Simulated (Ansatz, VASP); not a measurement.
Two plane-wave programs on InSb3

```xyz
8
Lattice="-4.7335 0.0000 0.0000 0.0000 4.7335 4.7335 0.0000 4.7335 -4.7335" Properties=species:S:1:pos:R:3 pbc="T T T"
In   -4.7680    0.0000    0.0000
In   -4.7680    4.7335    0.0000
Sb   -2.3745    4.5763    2.3667
Sb   -2.3745    4.8907   -2.3667
Sb   -4.6855    2.3667    2.3667
Sb   -4.6855    2.3667   -2.3667
Sb   -2.3745    7.1002    0.1572
Sb   -2.3745    2.3667   -0.1572
```

Change from the starting cell: mode 1 frozen in at -0.157 Å and mode 2 at -0.048 Å (largest displacements).

Alike in both runs: task single point; functional PBE; dispersion D3(BJ); k mesh 8 × 6 × 6; occupations gaussian, width 0.15 eV; no spin polarisation.

|  | VASP | Ansatz |
| --- | --- | --- |
| version | VASP 6.6.1 | Ansatz 0.2.0 |
| potentials or method | VASP PAW PBE potentials, release 64 (In_d, Sb), cutoff 520 eV | scalar-relativistic, plane waves, PAW |
| valence electrons in the cell | 56 | 116 |

```tsv
	VASP	Ansatz	Ansatz less VASP
gap on the k mesh at the Fermi level (eV)	none	none	-
pressure (GPa)	0.0	0.0	+0.09
rms of the force components (eV/Å)	0.008	0.007	-0.0005
```

Atom by atom the forces differ by 0.001 eV/Å (rms over components). A gap of «none» marks a metal or a gap that the smearing closes. VASP's potentials hold 56 valence electrons a cell and Ansatz's 116, so a difference there can come from the potentials and not from the codes.

Neither program's run includes spin-orbit coupling.
